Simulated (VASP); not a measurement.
# SnO2 (P6_3/mmc) in VASP: notebook

Runs on SnO2. Level: PBEsol+D4. Tasks: single point.

All numbers are computed with VASP 6.6.1; they aren't measurements. Logs are shortened: lines on timing, memory, paths and dates and some standing lists are left out, and cuts for length are marked.

### 1 The cell of the first run

Symmetry: P6_3/mmc, No. 194, hexagonal system. The conventional cell has a = 3.252 Å, b = 3.252 Å, c = 10.862 Å, α = 90.00°, β = 90.00°, γ = 120.00°. Sn (site symmetry -3m) has 6 O at 2.14 Å within 2.8 Å. Within 2.8 Å of O (site symmetry 3m) lie 3 Sn at 2.14 Å and 3 O at 2.78 Å.

### 2 Single point, PBEsol+D4

The input, INCAR:

```
PREC = Accurate ; ENCUT = 520
EDIFF = 1E-7 ; ISMEAR = 0
SIGMA = 0.01 ; LREAL = False
LASPH = True ; NELM = 60
ALGO = Normal ; ISIF = 2
LWAVE = False ; LCHARG = False
GGA = PS ; IVDW = 13
NBANDS = 35
```

The input, KPOINTS:

```
regular mesh
0
Gamma
  12 12 2
```

The input, POSCAR:

```
SnO2
1.0
    3.2519751931      0.0000000000      0.0000000000
   -1.6259875965      2.8162887519      0.0000000000
    0.0000000000      0.0000000000     10.8620227449
Sn O
2 4
Direct
    0.0000000000      0.0000000000      0.5000000000
    0.0000000000      0.0000000000      0.0000000000
    0.6666666667      0.3333333333      0.4058600000
    0.6666666667      0.3333333333      0.0941400000
    0.3333333333      0.6666666667      0.5941400000
    0.3333333333      0.6666666667      0.9058600000
```

Potentials or basis: VASP PAW PBE potentials, release 64 (Sn_d, O).

Run with:

```bash
$ cat potpaw_PBE.64/Sn_d/POTCAR potpaw_PBE.64/O/POTCAR > POTCAR
$ mpirun -np 1 vasp_std > vasp.out
```

OUTCAR:

```text
PREC = Accurate
   ENCUT = 520
   EDIFF = 1E-7
   ISMEAR = 0
   LREAL = False
   LASPH = True
   NELM = 60
   ISIF = 2
   GGA = PS
   IVDW = 13

 ion  position               nearest neighbor table
   1  0.000  0.000  0.500-   5 2.14   3 2.14   5 2.14   3 2.14   3 2.14   5 2.14
   2  0.000  0.000  0.000-   6 2.14   4 2.14   6 2.14   4 2.14   4 2.14   6 2.14
   3  0.667  0.333  0.406-   1 2.14   1 2.14   1 2.14
   4  0.667  0.333  0.094-   2 2.14   2 2.14   2 2.14
   5  0.333  0.667  0.594-   1 2.14   1 2.14   1 2.14
   6  0.333  0.667  0.906-   2 2.14   2 2.14   2 2.14

  LATTYP: Found a hexagonal cell.
 ALAT       =     3.2519751931
 C/A-ratio  =     3.3401308743

  Lattice vectors:

 A1 = (   3.2519751931,   0.0000000000,   0.0000000000)
 A2 = (  -1.6259875965,   2.8162887519,   0.0000000000)
 A3 = (   0.0000000000,   0.0000000000,  10.8620227449)

Analysis of symmetry for initial positions (statically):
=====================================================================
 Subroutine PRICEL returns:
 Original cell was already a primitive cell.

 Routine SETGRP: Setting up the symmetry group for a
 hexagonal supercell.

 Subroutine GETGRP returns: Found 24 space group operations
 (whereof 12 operations were pure point group operations)
 out of a pool of 24 trial point group operations.

The static configuration has the point symmetry D_3d.
 The point group associated with its full space group is D_6h.

Analysis of symmetry for dynamics (positions and initial velocities):
=====================================================================
 Subroutine PRICEL returns:
 Original cell was already a primitive cell.

 Routine SETGRP: Setting up the symmetry group for a
 hexagonal supercell.

 Subroutine GETGRP returns: Found 24 space group operations
 (whereof 12 operations were pure point group operations)
 out of a pool of 24 trial point group operations.

The dynamic configuration has the point symmetry D_3d.
 The point group associated with its full space group is D_6h.

 Subroutine INISYM returns: Found 24 space group operations
 (whereof 12 operations are pure point group operations),
 and found     1 'primitive' translations

----------------------------------------------------------------------------------------

                                     Primitive cell

[... 98 lines left out ...]
   EDIFF  = 0.1E-06   stopping-criterion for ELM
   LREAL  =      F    real-space projection
   EDIFFG = 0.1E-05   stopping-criterion for IOM
   NSW    =      0    number of steps for IOM
   IBRION =     -1    ionic relax: 0-MD 1-quasi-New 2-CG
   NFREE  =      0    steps in history (QN), initial steepest desc. (CG)
   ISIF   =      2    stress and relaxation
   ISYM   =      2    0-nonsym 1-usesym 2-fastsym
   POTIM  = 0.5000    time-step for ionic-motion
   TEBEG  =    0.0;   TEEND  =   0.0 temperature during run
   PSTRESS=    0.0 pullay stress
   NELECT =      52.0000    total number of electrons
   NUPDOWN=      -1.0000    fix difference up-down
   EMIN   =  10.00;   EMAX   =-10.00  energy-range for DOS
   EFERMI =   0.00;   METHOD = LEGACY
   ISMEAR =     0;   SIGMA  =   0.01  broadening in eV -4-tet -1-fermi 0-gaus
   EFERMI_NEDOS =   21; number of points for ismear=-14 and -15
   IALGO  =     38    algorithm
   IMIX   =      4    mixing-type and parameters
     AMIX     =   0.40;   BMIX     =  1.00
     AMIX_MAG =   1.60;   BMIX_MAG =  1.00
  volume/ion in A,a.u.               =      16.58       111.89
  Fermi-wavevector in a.u.,A,eV,Ry     =   1.318755  2.492086 23.662106  1.739116
  Thomas-Fermi vector in A             =   2.448702
   LORBIT       =      0    0 simple, 1 ext, 2 COOP (PROOUT), +10 PAW based schemes
   GGA     = PS    functional components
   LHFCALC =     F    Hartree Fock is set to
   AEXX    =    0.0000 exact exchange contribution
   IVDW    =    13    specifies the selected vdW correction
   LEPSILON=     F    determine dielectric tensor
   LRPA    =     F    only Hartree local field effects (RPA)
 non-spin polarized calculation
 Gauss-broadening in eV      SIGMA  =   0.01
  energy-cutoff  :      520.00
  volume of cell :       99.48
 maximum number of plane-waves:      2724
   NGX = 13   NGY = 13   NGZ = 41

 number of electron      52.0000014 magnetization

 Free energy of the ion-electron system (eV)
  ---------------------------------------------------
  ext. energy  EPLUGINS =         0.00000000
  ---------------------------------------------------
  free energy    TOTEN  =       -38.45568903 eV

  energy without entropy =      -38.45568903  energy(sigma->0) =      -38.45568903

 E-fermi :   1.8865     XC(G=0):  -9.2564

 val. band max:        1.8193551658   @ k =   0.2500   0.2500   0.0000
 cond. band min:       3.7550658529   @ k =   0.0000   0.0000   0.0000
 fundamental gap:      1.9357106870
 Fermi energy:         1.8864993913

 k-point     1 :       0.0000    0.0000    0.0000
  band No.  band energies     occupation
      1     -18.1160      2.00000
      2     -18.1156      2.00000
      3     -17.9168      2.00000
      4     -17.9168      2.00000
      5     -17.9168      2.00000
      6     -17.9168      2.00000
[... 901 lines left out ...]
     34      13.1283      0.00000
     35      13.9077      0.00000

 [... further k-points ...]

------------------------ aborting loop because EDIFF is reached ----------------------------------------

  DFT-D4 for vdW energy calculation

  Edisp (eV):   -0.65193

  FORCE on cell =-STRESS in cart. coord.  units (eV):
  Direction    XX          YY          ZZ          XY          YZ          ZX
  --------------------------------------------------------------------------------------
  -------------------------------------------------------------------------------------
  Total      -5.32666    -5.32664    -2.70077    -0.00000     0.00000    -0.00000
  in kB     -85.78870   -85.78843   -43.49742    -0.00000     0.00000    -0.00000
  external pressure =      -71.69 kB  Pullay stress =        0.00 kB

 VOLUME and BASIS-vectors are now :
 -----------------------------------------------------------------------------
  energy-cutoff  :      520.00
  volume of cell :       99.48
      direct lattice vectors                 reciprocal lattice vectors
     3.251975193  0.000000000  0.000000000     0.307505421  0.177538613  0.000000000
    -1.625987596  2.816288752  0.000000000     0.000000000  0.355077227  0.000000000
     0.000000000  0.000000000 10.862022745     0.000000000  0.000000000  0.092063884

 POSITION                                       TOTAL-FORCE (eV/Angst)
 -----------------------------------------------------------------------------------
      0.00000      0.00000      5.43101        -0.000000     -0.000000      0.000000
      0.00000      0.00000      0.00000        -0.000000     -0.000000      0.000000
      1.62599      0.93876      4.40846        -0.000000     -0.000000      0.532076
      1.62599      0.93876      1.02255         0.000000      0.000000     -0.532076
     -0.00000      1.87753      6.45356         0.000000     -0.000000     -0.532076
     -0.00000      1.87753      9.83947         0.000000      0.000000      0.532076
 -----------------------------------------------------------------------------------
    total drift:                               -0.000000      0.000000      0.000000

  FREE ENERGIE OF THE ION-ELECTRON SYSTEM (eV)
  ---------------------------------------------------
  free  energy   TOTEN  =       -39.1076212239 eV

  energy  without entropy=      -39.1076212239  energy(sigma->0) =      -39.10762122
```

stdout:

```text
POSCAR found type information on POSCAR SnO
 POSCAR found :  2 types and       6 ions
 scaLAPACK will be used
 -----------------------------------------------------------------------------
|                                                                             |
|                                                                             |
|     You enforced a specific xc type in the INCAR file but a different       |
|     I HOPE YOU KNOW WHAT YOU ARE DOING!                                     |
|                                                                             |
 -----------------------------------------------------------------------------

 LDA part: xc-table for (Slater+PW92), standard interpolation
 POSCAR, INCAR and KPOINTS ok, starting setup
 FFT: planning ... GRIDC
 FFT: planning ... GRID_SOFT
 FFT: planning ... GRID
 WAVECAR not read
 entering main loop
```

Wall time 1.7 min (1 thread of AMD EPYC 9R45 (Zen 5), shared host); peak memory 0.23 GiB.

Results:

* Free energy: -39.1076 eV
* Pressure: -7.2 GPa
* Largest force: 0.532 eV/Å
* Band gap on the k mesh: 1.94 eV (least direct gap 2.31 eV)
* Dispersion energy per atom: -0.109 eV

Forces on the atoms (eV/Å):
```
Sn   0.000  0.000  0.000
Sn   0.000  0.000  0.000
O    0.000  0.000  0.532
O    0.000  0.000 -0.532
O    0.000  0.000 -0.532
O    0.000  0.000  0.532
```

Levels at points of the mesh, in eV from the valence-band top:
| k point | band 24 | band 25 | band 26 | band 27 | band 28 | band 29 |
| --- | --- | --- | --- | --- | --- | --- |
| (0.00, 0.00, 0.00) | -0.88 | -0.88 | -0.38 | 1.94 | 2.62 | 5.21 |
| (0.50, 0.00, 0.00) | -0.53 | -0.44 | -0.09 | 4.86 | 4.98 | 6.74 |
| (0.00, 0.00, 0.50) | -0.89 | -0.69 | -0.69 | 2.29 | 2.29 | 5.38 |
| (0.50, 0.00, 0.50) | -0.55 | -0.25 | -0.25 | 4.92 | 4.92 | 7.00 |

Caveat: the cell stands under tension; the PAW data sets were made with another functional, which shifts forces and pressure a little; spin-orbit coupling is left out, which moves the levels of the heavy elements.

### 3 Single point, PBEsol+D4

This run uses another cell than the first one, of 16.91 Å³/atom.

The input, INCAR:

```
SYSTEM = SnO2
PREC = Accurate
ENCUT = 520
EDIFF = 1E-6
ISMEAR = 0
SIGMA = 0.01
LREAL = .FALSE.
LASPH = .TRUE.
NELM = 100
ALGO = Normal
ISIF = 2
LWAVE = .FALSE.
LCHARG = .TRUE.
GGA = PS
IVDW = 13
LELF = .TRUE.
LVHAR = .TRUE.
NBANDS = 35
```

The input, KPOINTS:

```
Automatic mesh
0
G
  12 12 2
  0 0 0
```

POSCAR: that of step 2 with these lines changed.

```diff
@@ -2,5 +2,5 @@
 1.0
-    3.2519751931      0.0000000000      0.0000000000
-   -1.6259875965      2.8162887519      0.0000000000
-    0.0000000000      0.0000000000     10.8620227449
+    3.2730925068      0.0000000000      0.0000000000
+   -1.6365462534      2.8345768536      0.0000000000
+    0.0000000000      0.0000000000     10.9325573365
 Sn O
```

Potentials or basis: VASP PAW PBE potentials, release 64 (Sn_d, O).

Run with:

```bash
$ cat potpaw_PBE.64/Sn_d/POTCAR potpaw_PBE.64/O/POTCAR > POTCAR
$ mpirun -np 1 vasp_std > vasp.out
```

It took 93 s on 1 thread of AMD EPYC 9R45 (Zen 5), shared host; peak memory 0.23 GiB.

The run converged. Its results:

* Free energy: -39.0104 eV
* Pressure: -9.1 GPa
* Largest force: 0.712 eV/Å
* Band gap on the k mesh: 1.83 eV (least direct gap 2.18 eV)
* Dispersion energy per atom: -0.106 eV

Forces in eV/Å, atoms in the order of the input:
```
Sn   0.000  0.000  0.000
Sn   0.000  0.000  0.000
O    0.000  0.000  0.712
O    0.000  0.000 -0.712
O    0.000  0.000 -0.712
O    0.000  0.000  0.712
```

Stress tensor (GPa, compression positive):
```
-10.95   0.00   0.00
  0.00 -10.95   0.00
  0.00   0.00  -5.48
```

Levels at points of the mesh, in eV from the valence-band top:
| k point | band 22 | band 23 | band 24 | band 25 | band 26 | band 27 | band 28 | band 29 | band 30 | band 31 |
| --- | --- | --- | --- | --- | --- | --- | --- | --- | --- | --- |
| (0.00, 0.00, 0.00) | -0.90 | -0.90 | -0.88 | -0.88 | -0.35 | 1.83 | 2.49 | 5.12 | 5.44 | 9.91 |
| (0.50, 0.00, 0.00) | -1.13 | -0.57 | -0.53 | -0.43 | -0.09 | 4.69 | 4.80 | 6.64 | 7.17 | 9.57 |
| (0.00, 0.00, 0.50) | -0.89 | -0.89 | -0.89 | -0.65 | -0.65 | 2.17 | 2.17 | 5.28 | 5.28 | 10.06 |
| (0.50, 0.00, 0.50) | -1.28 | -0.55 | -0.55 | -0.24 | -0.24 | 4.75 | 4.75 | 6.89 | 6.89 | 9.74 |

Caveat: the cell stands under tension; the PAW data sets were made with another functional, which shifts forces and pressure a little; spin-orbit coupling is left out, which moves the levels of the heavy elements. A k mesh can miss the band edges.

### 4 Single point, PBEsol+D4

This run uses another cell than the first one, of 17.23 Å³/atom.

The input, INCAR:

```
SYSTEM = SnO2
PREC     = Accurate       ! precision mode
ENCUT    = 520            ! plane-wave cutoff, eV
EDIFF    = 1E-6           ! SCF threshold, eV
ISMEAR   = 0              ! smearing method
SIGMA    = 0.01           ! smearing width, eV
LREAL    = .False.        ! projectors in reciprocal space
LASPH    = .True.         ! aspherical terms in the spheres
NELM     = 60             ! most SCF steps
ALGO     = Normal         ! electronic algorithm
ISIF     = 2              ! what is computed and relaxed
LWAVE    = .False.        ! write WAVECAR
LCHARG   = .False.        ! write CHGCAR
GGA      = PS             ! functional
IVDW     = 13             ! dispersion correction
NBANDS   = 35             ! bands
```

The input, KPOINTS:

```
regular mesh
0
Gamma
  12 12 2
  0 0 0
```

POSCAR: that of step 3 with these lines changed.

```diff
@@ -2,5 +2,5 @@
 1.0
-    3.2730925068      0.0000000000      0.0000000000
-   -1.6365462534      2.8345768536      0.0000000000
-    0.0000000000      0.0000000000     10.9325573365
+    3.2939407919      0.0000000000      0.0000000000
+   -1.6469703959      2.8526319701      0.0000000000
+    0.0000000000      0.0000000000     11.0021933371
 Sn O
```

Run with:

```bash
$ cat potpaw_PBE.64/Sn_d/POTCAR potpaw_PBE.64/O/POTCAR > POTCAR
$ mpirun -np 1 vasp_std > vasp.out
```

It took 89 s on 1 thread of AMD EPYC 9R45 (Zen 5), shared host; peak memory 0.23 GiB.

The run converged. Its results:

```
Free energy                : -38.8906 eV
Pressure                   : -10.9 GPa
Largest force              : 0.876 eV/Å
Band gap on the k mesh     : 1.73 eV (least direct gap 2.06 eV)
Dispersion energy per atom : -0.104 eV
```

Forces in eV/Å, atoms in the order of the input:
```
Sn   0.000  0.000  0.000
Sn   0.000  0.000  0.000
O    0.000  0.000  0.876
O    0.000  0.000 -0.876
O    0.000  0.000 -0.876
O    0.000  0.000  0.876
```

Stress tensor (GPa, compression positive):
```
-13.04   0.00   0.00
  0.00 -13.04   0.00
  0.00   0.00  -6.48
```

Levels at points of the mesh, in eV from the valence-band top:
| k point | band 23 | band 24 | band 25 | band 26 | band 27 | band 28 | band 29 | band 30 |
| --- | --- | --- | --- | --- | --- | --- | --- | --- |
| (0.00, 0.00, 0.00) | -0.88 | -0.88 | -0.87 | -0.32 | 1.73 | 2.37 | 5.03 | 5.34 |
| (0.50, 0.00, 0.00) | -0.57 | -0.54 | -0.42 | -0.09 | 4.53 | 4.63 | 6.55 | 7.05 |
| (0.00, 0.00, 0.50) | -0.89 | -0.89 | -0.62 | -0.62 | 2.07 | 2.07 | 5.19 | 5.19 |
| (0.50, 0.00, 0.50) | -0.55 | -0.55 | -0.24 | -0.24 | 4.58 | 4.58 | 6.79 | 6.79 |

Caveat: the cell stands under tension; the PAW data sets were made with another functional, which shifts forces and pressure a little; spin-orbit coupling is left out, which moves the levels of the heavy elements.

### 5 The runs side by side

| cell | gap on the mesh (eV) | pressure (GPa) | largest force (eV/Å) |
| --- | --- | --- | --- |
| a = 3.252, b = 3.252, c = 10.862 Å, angles 90.0, 90.0, 120.0°, 6 atoms | 1.94 | -7.2 | 0.53 |
| a = 3.273, b = 3.273, c = 10.933 Å, angles 90.0, 90.0, 120.0°, 6 atoms | 1.83 | -9.1 | 0.71 |
| a = 3.294, b = 3.294, c = 11.002 Å, angles 90.0, 90.0, 120.0°, 6 atoms | 1.73 | -10.9 | 0.88 |

Alike in all rows: task single point; level PBEsol+D4; potentials or basis VASP PAW PBE potentials, release 64 (Sn_d, O); no spin polarisation; k mesh 12 × 12 × 2; cutoff (eV) 520; smearing gaussian 0.01 eV.

Caveats: the cell stands under tension; the PAW data sets were made with another functional, which shifts forces and pressure a little; spin-orbit coupling is left out, which moves the levels of the heavy elements.

Absolute energies hang on the potentials; compare differences alone.
